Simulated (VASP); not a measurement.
# HC64 (a cell with a defect) in VASP: further runs

HC64 (a cell with a defect) is run at these levels: PBEsol; tasks: single point.

Everything below comes from runs of VASP 6.6.1. Logs are shortened: lines on timing, memory, paths and dates and some standing lists are left out, and cuts for length are marked.

## 1. The cell of the first run

The cell holds a defect, 65 atoms: a = 7.108 Å, b = 7.108 Å, c = 7.108 Å, α = 90.00°, β = 90.00°, γ = 90.00°.

## 2. Single point, PBEsol

File INCAR:

```
ALGO = Normal
EDIFF = 1E-6
ENCUT = 520
GGA = PS
GGA_COMPAT = F
ISIF = 2
ISMEAR = -1
ISYM = -1
LASPH = T
LCHARG = F
LREAL = Auto
LWAVE = F
NBANDS = 166
NELECT = 256.0
NELM = 120
PREC = Accurate
SIGMA = 0.05
```

File KPOINTS:

```
explicit points
1
Reciprocal
  0.25000000   0.25000000   0.25000000 1
```

File POSCAR:

```
HC64
1.0
    7.1076060000      0.0000000000      0.0000000000
    0.0000000000      7.1076060000      0.0000000000
    0.0000000000      0.0000000000      7.1076060000
C H
64 1
Direct
    0.9998500000      0.9968340000      0.9998240000
    0.0005980000      0.9980310000      0.5005250000
    0.9985590000      0.4966740000      0.9984980000
    0.9998640000      0.4977450000      0.4992560000
    0.5003990000      0.9981540000      0.0008430000
    0.5010620000      0.9993790000      0.5011610000
    0.4999140000      0.4979270000      0.9998100000
    0.5081020000      0.5004460000      0.5072580000
    0.1245620000      0.1211530000      0.1244240000
    0.1255890000      0.1232160000      0.6256720000
    0.1233290000      0.6241160000      0.1234660000
    0.1267410000      0.6227720000      0.6252540000
    0.6251660000      0.1233870000      0.1259250000
    0.6260540000      0.1238050000      0.6259800000
    0.6256840000      0.6224310000      0.1259020000
    0.6300830000      0.6253790000      0.6301240000
    0.2490010000      0.2449090000      0.9972360000
    0.2500750000      0.2471620000      0.4994960000
    0.2507990000      0.7478910000      0.0001460000
    0.2515110000      0.7525100000      0.5039940000
    0.7494970000      0.2475030000      0.0000310000
    0.7503760000      0.2480470000      0.5005580000
    0.7505760000      0.7478140000      0.0008830000
    0.7522350000      0.7488940000      0.5014810000
    0.3745560000      0.3695180000      0.1209640000
    0.3760760000      0.3741540000      0.6265310000
    0.3753270000      0.8735050000      0.1257910000
    0.3771420000      0.8763360000      0.6286490000
    0.8739420000      0.3721810000      0.1247940000
    0.8757850000      0.3730940000      0.6255920000
    0.8755530000      0.8727920000      0.1258290000
    0.8766680000      0.8736290000      0.6261510000
    0.2502220000      0.9978840000      0.2501310000
    0.2504320000      0.9985420000      0.7510220000
    0.2330690000      0.4814010000      0.2304080000
    0.2506160000      0.4981090000      0.7504390000
    0.7501850000      0.9978850000      0.2504220000
    0.7507290000      0.9981570000      0.7507070000
    0.7504510000      0.4979490000      0.2503060000
    0.7519520000      0.4978380000      0.7518610000
    0.3755290000      0.1231580000      0.3755390000
    0.3757270000      0.1225520000      0.8750630000
    0.3929420000      0.6433490000      0.3922030000
    0.3759040000      0.6235170000      0.8757510000
    0.8742230000      0.1218150000      0.3757880000
    0.8754110000      0.1229500000      0.8754990000
    0.8756950000      0.6233790000      0.3757170000
    0.8759750000      0.6232410000      0.8757870000
    0.9960980000      0.2435720000      0.2483030000
    0.0000930000      0.2476730000      0.7498110000
    0.0004230000      0.7478320000      0.2511710000
    0.0009840000      0.7477350000      0.7502440000
    0.4994030000      0.2483300000      0.2508220000
    0.5005930000      0.2479250000      0.7504440000
    0.5028440000      0.7501930000      0.2496570000
    0.5015680000      0.7492240000      0.7524910000
    0.1181320000      0.3665510000      0.3732100000
    0.1250920000      0.3724780000      0.8742360000
    0.1262120000      0.8738630000      0.3756700000
    0.1257340000      0.8728180000      0.8754820000
    0.6263290000      0.3744000000      0.3759280000
    0.6255800000      0.3730850000      0.8756430000
    0.6276160000      0.8751780000      0.3770180000
    0.6262770000      0.8738190000      0.8768290000
    0.3149650000      0.5009690000      0.3710870000
```

Potentials or basis: VASP PAW PBE potentials, release 64 (C, H).

Started as:

```
cat potpaw_PBE.64/C/POTCAR potpaw_PBE.64/H/POTCAR > POTCAR
mpirun -np 1 vasp_std > vasp.out
```

OUTCAR:

```text
EDIFF = 1E-6
   ENCUT = 520
   GGA = PS
   ISIF = 2
   ISMEAR = -1
   ISYM = -1
   LASPH = T
   LREAL = Auto
   NELECT = 256.0
   NELM = 120
   PREC = Accurate

 ion  position               nearest neighbor table
   1  1.000  0.997  1.000-   9 1.53  60 1.54  31 1.54  46 1.54
   2  0.001  0.998  0.501-  32 1.53  59 1.54  45 1.54  10 1.54
   3  0.999  0.497  0.998-  48 1.53  58 1.54  29 1.54  11 1.55
   4  1.000  0.498  0.499-  47 1.53  30 1.54  57 1.54  12 1.55
   5  0.500  0.998  0.001-  64 1.54  27 1.54  42 1.54  13 1.54
   6  0.501  0.999  0.501-  14 1.54  28 1.54  63 1.54  41 1.54
[... 26 lines left out ...]
  33  0.250  0.998  0.250-  59 1.53  27 1.53   9 1.54  41 1.54
  34  0.250  0.999  0.751-  28 1.52  42 1.53  10 1.54  60 1.54
  35  0.233  0.481  0.230-  65 1.17  11 1.49  25 1.50  57 1.54  43 1.98
  36  0.251  0.498  0.750-  26 1.53  12 1.53  58 1.54  44 1.54
  37  0.750  0.998  0.250-  63 1.53  45 1.53  13 1.54  31 1.54
  38  0.751  0.998  0.751-  46 1.54  64 1.54  32 1.54  14 1.54
  39  0.750  0.498  0.250-  61 1.53  15 1.53  29 1.54  47 1.54
  40  0.752  0.498  0.752-  16 1.52  48 1.53  30 1.54  62 1.54
  41  0.376  0.123  0.376-  18 1.53  53 1.53   6 1.54  33 1.54
  42  0.376  0.123  0.875-  17 1.52  34 1.53   5 1.54  54 1.54
  43  0.393  0.643  0.392-  65 1.16  55 1.49  20 1.50   8 1.54  35 1.98
  44  0.376  0.624  0.876-   7 1.53  19 1.53  56 1.54  36 1.54
  45  0.874  0.122  0.376-  49 1.52  37 1.53  22 1.54   2 1.54
  46  0.875  0.123  0.875-  38 1.54   1 1.54  21 1.54  50 1.54
  47  0.876  0.623  0.376-   4 1.53  51 1.53  24 1.54  39 1.54
  48  0.876  0.623  0.876-   3 1.53  40 1.53  52 1.54  23 1.54
  49  0.996  0.244  0.248-  57 1.52  45 1.52  29 1.54   9 1.54
[... 13 lines left out ...]
  63  0.628  0.875  0.377-  37 1.53   6 1.54  24 1.54  55 1.55
  64  0.626  0.874  0.877-  56 1.53   5 1.54  23 1.54  38 1.54
  65  0.315  0.501  0.371-  43 1.16  35 1.17

IMPORTANT INFORMATION: All symmetrisations will be switched off!
NOSYMM: (Re-)initialisation of all symmetry stuff for point group C_1.

----------------------------------------------------------------------------------------

                                     Primitive cell

  volume of cell :     359.0625

  direct lattice vectors                    reciprocal lattice vectors
     7.107606000  0.000000000  0.000000000     0.140694349  0.000000000  0.000000000
     0.000000000  7.107606000  0.000000000     0.000000000  0.140694349  0.000000000
     0.000000000  0.000000000  7.107606000     0.000000000  0.000000000  0.140694349

  length of vectors
     7.107606000  7.107606000  7.107606000     0.140694349  0.140694349  0.140694349

  position of ions in fractional coordinates (direct lattice)
     0.999850000  0.996834000  0.999824000
     0.000598000  0.998031000  0.500525000
     0.998559000  0.496674000  0.998498000
     0.999864000  0.497745000  0.499256000
     0.500399000  0.998154000  0.000843000
     0.501062000  0.999379000  0.501161000
[... 57 lines left out ...]
     0.626277000  0.873819000  0.876829000
     0.314965000  0.500969000  0.371087000

  ion indices of the primitive-cell ions
   primitive index   ion index
                 1           1
                 2           2
                 3           3
                 4           4
                 5           5
                 6           6
[... 57 lines left out ...]
                64          64
                65          65

----------------------------------------------------------------------------------------

 KPOINTS: explicit points

Read explicit list of k-points.

 Found      1 k-points:

 Following reciprocal coordinates:
            Coordinates               Weight
  0.250000  0.250000  0.250000      1.000000
   k-points           NKPTS =      1   k-points in BZ     NKDIM =      1   number of bands    NBANDS=    166
   number of dos      NEDOS =    301   number of ions     NIONS =     65
   total plane-waves  NPLWV = 157464
   dimension x,y,z NGX =    54 NGY =   54 NGZ =   54
   dimension x,y,z NGXF=   108 NGYF=  108 NGZF=  108
   ions per type =              64   1
   NGX,Y,Z   is equivalent  to a cutoff of  12.63, 12.63, 12.63 a.u.
   NGXF,Y,Z  is equivalent  to a cutoff of  25.26, 25.26, 25.26 a.u.
 SYSTEM =  unknown system
   PREC   = accura    normal or accurate (medium, high low for compatibility)
   ISTART =      0    job   : 0-new  1-cont  2-samecut
   ICHARG =      2    charge: 1-file 2-atom 10-const
   ISPIN  =      1    spin polarized calculation?
   LNONCOLLINEAR =      F non collinear calculations
   LSORBIT =      F    spin-orbit coupling
   LASPH  =      T    aspherical Exc in radial PAW
   ENCUT  =  520.0 eV  38.22 Ry    6.18 a.u.  13.22 13.22 13.22*2*pi/ulx,y,z
   NELM   =    120;   NELMIN=  2; NELMDL= -5     # of ELM steps
   EDIFF  = 0.1E-05   stopping-criterion for ELM
   LREAL  =      T    real-space projection
   EDIFFG = 0.1E-04   stopping-criterion for IOM
   NSW    =      0    number of steps for IOM
   IBRION =     -1    ionic relax: 0-MD 1-quasi-New 2-CG
   NFREE  =      0    steps in history (QN), initial steepest desc. (CG)
   ISIF   =      2    stress and relaxation
   ISYM   =     -1    0-nonsym 1-usesym 2-fastsym
   POTIM  = 0.5000    time-step for ionic-motion
   TEBEG  =    0.0;   TEEND  =   0.0 temperature during run
   PSTRESS=    0.0 pullay stress
   NELECT =     256.0000    total number of electrons
   NUPDOWN=      -1.0000    fix difference up-down
   EMIN   =  10.00;   EMAX   =-10.00  energy-range for DOS
   EFERMI =   0.00;   METHOD = LEGACY
   ISMEAR =    -1;   SIGMA  =   0.05  broadening in eV -4-tet -1-fermi 0-gaus
   EFERMI_NEDOS =   21; number of points for ismear=-14 and -15
   IALGO  =     38    algorithm
   IMIX   =      4    mixing-type and parameters
     AMIX     =   0.40;   BMIX     =  1.00
     AMIX_MAG =   1.60;   BMIX_MAG =  1.00
  volume/ion in A,a.u.               =       5.52        37.28
  Fermi-wavevector in a.u.,A,eV,Ry     =   1.462508  2.763739 29.101890  2.138929
  Thomas-Fermi vector in A             =   2.578713
   LORBIT       =      0    0 simple, 1 ext, 2 COOP (PROOUT), +10 PAW based schemes
   GGA     = PS    functional components
   LHFCALC =     F    Hartree Fock is set to
   AEXX    =    0.0000 exact exchange contribution
   IVDW    =     0    specifies the selected vdW correction
   LEPSILON=     F    determine dielectric tensor
   LRPA    =     F    only Hartree local field effects (RPA)
 non-spin polarized calculation
  energy-cutoff  :      520.00
  volume of cell :      359.06
 maximum number of plane-waves:      9651
 NGX is ok and might be reduce to    54
   NGX = 27   NGY = 27   NGZ = 27

 number of electron     256.0000002 magnetization

 Free energy of the ion-electron system (eV)
  ---------------------------------------------------
  ext. energy  EPLUGINS =         0.00000000
  ---------------------------------------------------
  free energy    TOTEN  =      -625.90029618 eV

  energy without entropy =     -625.90029618  energy(sigma->0) =     -625.90029618

 E-fermi :  10.4503     XC(G=0): -13.4863

 val. band max:        9.1893393114   @ k =   0.2500   0.2500   0.2500
 cond. band min:      12.4565707735   @ k =   0.2500   0.2500   0.2500
 fundamental gap:      3.2672314622
 Fermi energy:        10.4502863893

 k-point     1 :       0.2500    0.2500    0.2500
  band No.  band energies     occupation
      1     -11.4953      2.00000
      2     -10.5522      2.00000
      3     -10.1567      2.00000
      4     -10.1427      2.00000
      5      -9.2831      2.00000
      6      -9.0227      2.00000
[... 132 lines left out ...]
    139      16.1452      0.00000
    140      16.3175      0.00000
 [bands above 140 left out]

------------------------ aborting loop because EDIFF is reached ----------------------------------------

  FORCE on cell =-STRESS in cart. coord.  units (eV):
  Direction    XX          YY          ZZ          XY          YZ          ZX
  --------------------------------------------------------------------------------------
  -------------------------------------------------------------------------------------
  Total       -2.3512019     -2.3253393     -2.2964664     -0.6229460     -0.7855806     -0.5725539
  in kB      -10.4913283    -10.3759261    -10.2470924     -2.7796555     -3.5053492     -2.5548001
  external PRESSURE =     -10.3714489 kB  Pullay stress =       0.0000000 kB

 VOLUME and BASIS-vectors are now :
 -----------------------------------------------------------------------------
  energy-cutoff  :      520.00
  volume of cell :      359.06
      direct lattice vectors                 reciprocal lattice vectors
     7.107606000  0.000000000  0.000000000     0.140694349  0.000000000  0.000000000
     0.000000000  7.107606000  0.000000000     0.000000000  0.140694349  0.000000000
     0.000000000  0.000000000  7.107606000     0.000000000  0.000000000  0.140694349

 POSITION                                       TOTAL-FORCE (eV/Angst)
 -----------------------------------------------------------------------------------
      7.10654      7.08510      7.10636         0.003255      0.002148     -0.002531
      0.00425      7.09361      3.55753        -0.008125      0.006662      0.000274
      7.09736      3.53016      7.09693        -0.009063     -0.013701     -0.003418
      7.10664      3.53778      3.54851         0.000674      0.008597      0.009168
      3.55664      7.09449      0.00599         0.000100      0.009227     -0.011692
      3.56135      7.10319      3.56205        -0.008311      0.006169     -0.009711
[... 57 lines left out ...]
      4.45133      6.21076      6.23216        -0.006444      0.002851     -0.002348
      2.23865      3.56069      2.63754        -0.010002     -0.017009      0.001582
 -----------------------------------------------------------------------------------
    total drift:                                0.010270      0.082582      0.007626

  FREE ENERGIE OF THE ION-ELECTRON SYSTEM (eV)
  ---------------------------------------------------
  free  energy   TOTEN  =      -625.9002961841 eV

  energy  without entropy=     -625.9002961840  energy(sigma->0) =     -625.90029618
```

Run time: 2.2 min. Hardware: 1 thread of Intel Xeon Platinum 8488C (Sapphire Rapids), shared host; peak memory 0.37 GiB.

What came out:

```
Free energy   : -625.9003 eV
Largest force : 0.030 eV/Å
```

Forces in eV/Å, atoms in the order of the input:
```
C    0.003  0.002 -0.003
C   -0.008  0.007  0.000
C   -0.009 -0.014 -0.003
C    0.001  0.009  0.009
C    0.000  0.009 -0.012
C   -0.008  0.006 -0.010
C    0.006  0.014  0.010
C    0.004 -0.002  0.009
C   -0.003  0.013 -0.011
C   -0.005  0.002 -0.002
C    0.000  0.003  0.008
C   -0.021  0.010 -0.002
C   -0.005  0.005  0.003
C   -0.002  0.000 -0.004
C   -0.007 -0.004 -0.013
C   -0.003  0.009  0.001
C   -0.008 -0.001 -0.001
C    0.001  0.006  0.011
C    0.008  0.000  0.012
C   -0.024  0.011  0.013
C    0.005  0.003  0.000
C    0.000 -0.001 -0.004
C   -0.002 -0.015 -0.004
C   -0.004  0.003 -0.005
C    0.022 -0.008 -0.004
C    0.003 -0.016 -0.008
C    0.002 -0.010 -0.005
C    0.007 -0.005  0.000
C    0.002  0.010 -0.009
C   -0.001  0.008 -0.007
C   -0.003  0.007  0.006
C   -0.005  0.005 -0.009
C    0.004 -0.005  0.001
C   -0.002  0.003  0.007
C    0.004  0.024  0.012
C   -0.001 -0.006  0.014
C    0.003 -0.006  0.006
C    0.002 -0.004 -0.001
C    0.005 -0.005 -0.002
C    0.009 -0.006  0.011
C    0.010 -0.002  0.010
C    0.003  0.003  0.004
C    0.001 -0.018 -0.011
C    0.004 -0.006  0.007
C   -0.001 -0.007  0.009
C    0.011  0.006  0.004
C    0.009 -0.003  0.002
C   -0.002 -0.007 -0.001
C    0.008  0.006 -0.008
C    0.002 -0.004  0.001
C    0.009  0.001  0.010
C    0.003 -0.015 -0.004
C    0.017  0.005  0.001
C   -0.008  0.002 -0.003
C    0.006 -0.002 -0.026
C    0.002  0.002 -0.006
C    0.000 -0.006  0.004
C   -0.003  0.006  0.002
C   -0.013 -0.013  0.003
C   -0.001  0.011 -0.005
C   -0.010 -0.010 -0.004
C   -0.002  0.010 -0.001
C    0.001 -0.004 -0.001
C   -0.006  0.003 -0.002
H   -0.010 -0.017  0.002
```

Caveat: the cell carries a net charge on a neutralising background, which shifts energy and pressure; the cell is charged against a uniform background, so pressure and absolute levels hang on convention; the PAW data sets were made with another functional, which shifts forces and pressure a little.

(Continued in part 2 of 2.)
